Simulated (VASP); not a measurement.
# H in VASP: a series of runs, part 3 of 3

VASP 6.6.1. Earlier steps stand in the parts before.

### 6 Molecular dynamics, PBE+D3(BJ)

File INCAR:

```
SYSTEM = H
PREC = Accurate
ENCUT = 520
EDIFF = 1E-5
ISMEAR = -1
SIGMA = 0.05
LREAL = Auto
LASPH = .True.
NELM = 80
ALGO = Normal
ISIF = 2
LWAVE = .False.
LCHARG = .True.
GGA = PE
IVDW = 12
IBRION = 0
NSW = 40
POTIM = 0.5
TEBEG = 250.0
TEEND = 250.0
ISYM = 0
NELMIN = 4
RANDOM_SEED = 189979 0 0
MDALGO = 3
LANGEVIN_GAMMA = 20
```

File KPOINTS:

```
Automatic mesh
0
Gamma
  1 1 1
  0 0 0
```

File POSCAR:

```
H
1.0
    6.6038540000      0.0000000000      0.0000000000
    0.0000000000      6.6038540000      0.0000000000
    0.0000000000      0.0000000000      6.6038540000
H
24
Direct
    0.1969604700      0.9548197000      0.4341739900
    0.2359350800      1.0521408500      0.4790780500
    0.8737281700      0.5468232300      0.1665587100
    0.9525508200      0.4654626100      0.1624690900
    0.1883048100      0.9731525100      0.1426710500
    0.1334692500      0.9037455700      0.0712938100
    0.6389947300      0.3530357200      0.4735737800
    0.5609236300      0.2706768200      0.4732625100
    0.7527107600      0.8692189600      0.9394874700
    0.7137464100      0.7806517700      0.8802176300
    0.3759864000      0.2788611300      0.7703590200
    0.3729033800      0.1726010900      0.8114553200
    0.0245452900      0.0021526600      0.7900191700
    0.0261675800      0.1099210400      0.7554842800
    0.2941528700      0.5031374500      0.2999200300
    0.2956341000      0.4980085800      0.1865653400
    0.5699584800      0.3406118300      0.0955286600
    0.6268474700      0.2508091200      0.0549151500
    0.7772958000      0.8812113500      0.5393853500
    0.8188463800      0.9292244500      0.4455718400
    0.1817926800      0.5991895800      0.7464239700
    0.2674888700      0.6588780300      0.7909333000
    0.4863688200      0.8158335800      0.2884811100
    0.5469943500      0.7850582800      0.1977783600
```

Potentials or basis: VASP PAW PBE potentials, release 64 (H).

On the command line:

```sh
> cat potpaw_PBE.64/H/POTCAR > POTCAR
> mpirun -np 1 vasp_gam > vasp.out
```

OUTCAR:

```text
SYSTEM = H
   PREC = Accurate
   ENCUT = 520
   EDIFF = 1E-5
   ISMEAR = -1
   LREAL = Auto
   LASPH = .True.
   NELM = 80
   ISIF = 2
   GGA = PE
   IVDW = 12
   IBRION = 0
   NSW = 40
   POTIM = 0.5
   TEBEG = 250.0
   ISYM = 0
   NELMIN = 4
 IVDW          = 12

 ion  position               nearest neighbor table
   1  0.197  0.955  0.434-   2 0.75
   2  0.236  0.052  0.479-   1 0.75
   3  0.874  0.547  0.167-   4 0.75
   4  0.953  0.465  0.162-   3 0.75
   5  0.188  0.973  0.143-   6 0.75
   6  0.133  0.904  0.071-   5 0.75
[... 16 lines left out ...]
  23  0.486  0.816  0.288-  24 0.75
  24  0.547  0.785  0.198-  23 0.75
[... 384 lines left out ...]

 number of electron      24.0000002 magnetization

------------------------ aborting loop because EDIFF is reached ----------------------------------------
[... 139 lines left out ...]
--------------------------------------- Ionic step       40  -------------------------------------------

 number of electron      24.0000000 magnetization

 Free energy of the ion-electron system (eV)
  ---------------------------------------------------
  ext. energy  EPLUGINS =         0.00000000
  ---------------------------------------------------
  free energy    TOTEN  =       -80.68218823 eV

  energy without entropy =      -80.68218823  energy(sigma->0) =      -80.68218823

 E-fermi :  -6.5600     XC(G=0):  -5.1881

 val. band max:       -7.7853260126   @ k =   0.0000   0.0000   0.0000
 cond. band min:       0.4806629616   @ k =   0.0000   0.0000   0.0000
 fundamental gap:      8.2659889742
 Fermi energy:        -6.5599519099

 k-point     1 :       0.0000    0.0000    0.0000
  band No.  band energies     occupation
      1     -10.9002      2.00000
      2      -9.8192      2.00000
      3      -9.6312      2.00000
      4      -9.2566      2.00000
      5      -9.1541      2.00000
      6      -8.9110      2.00000
[... 16 lines left out ...]
     23       3.6791      0.00000
     24       3.8827      0.00000
 [bands above 24 left out]

------------------------ aborting loop because EDIFF is reached ----------------------------------------

 Edisp (eV)   -0.46052

 E8    (eV) :    -0.0824
[... 53 lines left out ...]
  ENERGY OF THE ELECTRON-ION-THERMOSTAT SYSTEM (eV)
  ---------------------------------------------------
% ion-electron   TOTEN  =       -81.142705  see above
  kinetic energy EKIN   =         0.696139
  kin. lattice  EKIN_LAT=         0.000000  (temperature  224.40 K)
  nose potential ES     =         0.000000
  nose kinetic   EPS    =         0.000000
  ---------------------------------------------------
  total energy   ETOTAL =       -80.446565 eV
```

OSZICAR:

```text
N       E                     dE             d eps       ncg     rms          rms(c)
DAV:   1     0.742405073990E+02    0.74241E+02   -0.88294E+03    50   0.734E+02
[... 266 lines left out ...]
     39 T=   216. E= -.80451303E+02 F= -.81121847E+02 E0= -.81121847E+02  EK= 0.67054E+00 SP= 0.00E+00 SK= 0.00E+00
       N       E                     dE             d eps       ncg     rms          rms(c)
DAV:   1    -0.806814356798E+02   -0.19540E-01   -0.39832E-02    58   0.135E+00    0.721E-02
DAV:   2    -0.806822524638E+02   -0.81678E-03   -0.86186E-03    52   0.489E-01    0.655E-02
DAV:   3    -0.806822225622E+02    0.29902E-04   -0.52866E-05    60   0.443E-02    0.499E-02
DAV:   4    -0.806821830181E+02    0.39544E-04   -0.61244E-05    60   0.630E-02    0.960E-03
DAV:   5    -0.806821882262E+02   -0.52080E-05   -0.64821E-05    44   0.410E-02
     40 T=   224. E= -.80446565E+02 F= -.81142705E+02 E0= -.81142705E+02  EK= 0.69614E+00 SP= 0.00E+00 SK= 0.00E+00
```

CONTCAR:

```text
H
   1.00000000000000
     6.6038540000000001    0.0000000000000000    0.0000000000000000
     0.0000000000000000    6.6038540000000001    0.0000000000000000
     0.0000000000000000    0.0000000000000000    6.6038540000000001
  H
    24
Direct
     0.2503460880862116    0.9556947357053698    0.4701606341382357
     0.2690497924112438    0.0658453010430401    0.4681389575286957
     0.8455880845998176    0.5027196255282339    0.2413834041825319
     0.9526979304717925    0.5339488978736406    0.2142251219748356
     0.2289315855025409    0.9451699328778664    0.1491334542367233
     0.1265774275907695    0.9086430182343537    0.1212078810549469
[... 16 lines left out ...]
     0.5155306383324517    0.8647712328931401    0.2586448648551355
     0.5794048657486317    0.7792876390555467    0.2129054897923779

  0.33362785E-01  0.58998415E-02  0.18671388E-01
  0.19262375E-01 -0.10635116E-01  0.15415152E-01
  0.69031297E-02 -0.57183094E-02  0.27362796E-01
 -0.15670441E-01  0.24306781E-01  0.18979248E-01
  0.23481155E-01 -0.57280588E-02 -0.51000070E-02
 -0.23848113E-01  0.43372626E-02  0.11346438E-01
[... 16 lines left out ...]
  0.63840478E-02 -0.57338103E-02 -0.10118674E-01
  0.64719003E-02  0.15783257E-01  0.16341013E-01

           1
  0.500000000000000
  0.10000000E+01  0.00000000E+00  0.00000000E+00  0.00000000E+00
  0.25287210E+00  0.95614143E+00  0.47157431E+00
  0.27050821E+00  0.65040081E-01  0.46930609E+00
  0.84611074E+00  0.50228667E+00  0.24345513E+00
  0.95151147E+00  0.53578925E+00  0.21566210E+00
  0.23070942E+00  0.94473624E+00  0.14874732E+00
  0.12477181E+00  0.90897141E+00  0.12206696E+00
[... 64 lines left out ...]
  0.00000000E+00  0.00000000E+00  0.00000000E+00
  0.00000000E+00  0.00000000E+00  0.00000000E+00
```

Wall time 3.6 min (1 thread of AMD EPYC 9R45 (Zen 5), shared host); peak memory 0.32 GiB.

What came out:

| Property | Result |
| --- | --- |
| Dispersion energy per atom | -0.019 eV |

Caveat: the k points lie up to 0.95 Å⁻¹ apart.

### 7 Molecular dynamics, PBE+D3(BJ)

File INCAR:

```
ALGO     = Normal         # electronic algorithm
ANDERSEN_PROB= 0.0          
EDIFF    = 1E-5           # SCF threshold, eV
ENCUT    = 520            # plane-wave cutoff, eV
GGA      = PE             # functional
IBRION   = 0              # ionic algorithm
ISIF     = 2              # what is computed and relaxed
ISMEAR   = -1             # smearing method
ISYM     = 0            
IVDW     = 12             # dispersion correction
LASPH    = T              # aspherical terms in the spheres
LCHARG   = T              # write CHGCAR
LREAL    = Auto         
LWAVE    = F              # write WAVECAR
MDALGO   = 1            
NBANDS   = 30             # bands
NELM     = 80             # most SCF steps
NELMIN   = 4            
NSW      = 40             # ionic steps
POTIM    = 0.5            # step
PREC     = Accurate       # precision mode
RANDOM_SEED= 620192 0 0   
SIGMA    = 0.05           # smearing width, eV
TEBEG    = 250.0        
TEEND    = 250.0
```

File KPOINTS:

```
k-points
0
Gamma
  1 1 1
```

File POSCAR:

```
H
1.0
    6.6038540000      0.0000000000      0.0000000000
    0.0000000000      6.6038540000      0.0000000000
    0.0000000000      0.0000000000      6.6038540000
H
24
Direct
    0.4502946600      1.1657744100      0.5308668500
    0.4023967600      1.0647181700      0.5613970100
    0.9307327900      0.6093047500      0.1821969000
    0.8568551100      0.6590031800      0.2514259900
    0.2047439200      1.0102538800      0.2256615800
    0.2872165100      0.9480243100      0.1832130200
    0.8029734600      0.2888957700      0.5059442900
    0.8816611800      0.3664164800      0.4804155900
    0.6654868900      0.5437407400      0.7395477200
    0.7163513800      0.6431902900      0.7588150500
    0.4385670700      0.3499357100      0.9059185700
    0.4841644400      0.2805203000      0.8324521300
    0.0611536000      0.1510629500      0.8919949800
   -0.0426771500      0.1170947700      0.8421200200
    0.2664225800      0.3854779700      0.2218409300
    0.3606340400      0.4434077600      0.1984600800
    0.6523665300      0.1595871500      0.0947643900
    0.6407181000      0.0821552500      0.1782963100
    0.8850218500      0.8689844500      0.5846038400
    0.8374939600      0.9089774800      0.4852531700
    0.1565019300      0.6271627100      0.8592525800
    0.1636761300      0.7406296200      0.8504833000
    0.5059303200      0.6429275300      0.3495946200
    0.4610389600      0.7522676800      0.3392002400
```

On the command line:

```sh
> cat potpaw_PBE.64/H/POTCAR > POTCAR
> mpirun -np 1 vasp_gam > vasp.out
```

It took 3.3 min on 1 thread of AMD EPYC 9R45 (Zen 5), shared host; peak memory 0.32 GiB.

The run converged. Its results:

```
Dispersion energy per atom : -0.019 eV
```

Caveat: the k points lie up to 0.95 Å⁻¹ apart.

### 8 Overview

| task | cell | pressure (GPa) | largest force (eV/Å) |
| --- | --- | --- | --- |
| single point | as given, atomic positions A | 0.5 | 1.01 |
| single point | as given, atomic positions B | 0.4 | 1.52 |
| single point | as given, atomic positions C | 0.3 | 1.29 |
| relaxation of the atoms | atoms relaxed, atomic positions D | 1.2 | 0.26 |
| molecular dynamics | as given, atomic positions E | - | - |
| molecular dynamics | as given, atomic positions F | - | - |

Alike in all rows: level PBE+D3(BJ); potentials or basis VASP PAW PBE potentials, release 64 (H); no spin polarisation; k mesh 1 × 1 × 1; cutoff (eV) 520; smearing fermi-dirac 0.05 eV.

Caveats: all runs use coarse meshes; the atoms stand as in a frame of molecular dynamics (at least some runs); the relaxation stopped at a loose force limit of 0.3 eV/Å, so its end isn't a converged minimum (at least some runs).

Total energies depend on the potentials used, so only differences within one code and one set of settings carry meaning.
